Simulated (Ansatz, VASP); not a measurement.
## Two plane-wave programs on AlGa3N4

```
CELL_PARAMETERS angstrom
4.47169 0.00000 0.00000
0.00000 4.47169 0.00000
0.00000 0.00000 4.47169
ATOMIC_POSITIONS crystal
Al 0.00000 0.00000 0.00000
Ga 0.50000 0.50000 0.00000
Ga 0.50000 0.00000 0.50000
Ga 0.00000 0.50000 0.50000
N 0.75571 0.75571 0.24429
N 0.75571 0.24429 0.75571
N 0.24429 0.75571 0.75571
N 0.24429 0.24429 0.24429
```

Alike in both runs: task relaxation of cell and atoms; functional LDA; k mesh 6 × 6 × 6; occupations gaussian, width 0.02 eV; no spin polarisation.

|  | VASP | Ansatz |
| --- | --- | --- |
| version | VASP 6.6.1 | Ansatz 0.2.0 |
| potentials or method | VASP PAW LDA potentials, release 64 (Al, Ga_d, N), cutoff 600 eV | scalar-relativistic, plane waves, PAW |
| valence electrons in the cell | 62 | 62 |

VASP gave:

| Item | Value |
| --- | --- |
| gap on the k mesh at the Fermi level, each at its own relaxed structure (eV) | 2.54 |
| relaxed volume (Å³/atom) | 10.89 |
| relaxed cell length with the largest relative difference (Å) | 4.433 |

Task: What did Ansatz give for the same quantities?

Result: gap on the k mesh at the Fermi level, each at its own relaxed structure (eV): 2.56; relaxed volume (Å³/atom): 10.85; relaxed cell length with the largest relative difference (Å): 4.427.

LDA's correlation is that of Perdew and Zunger in VASP and of Perdew and Wang (1992) in Ansatz.
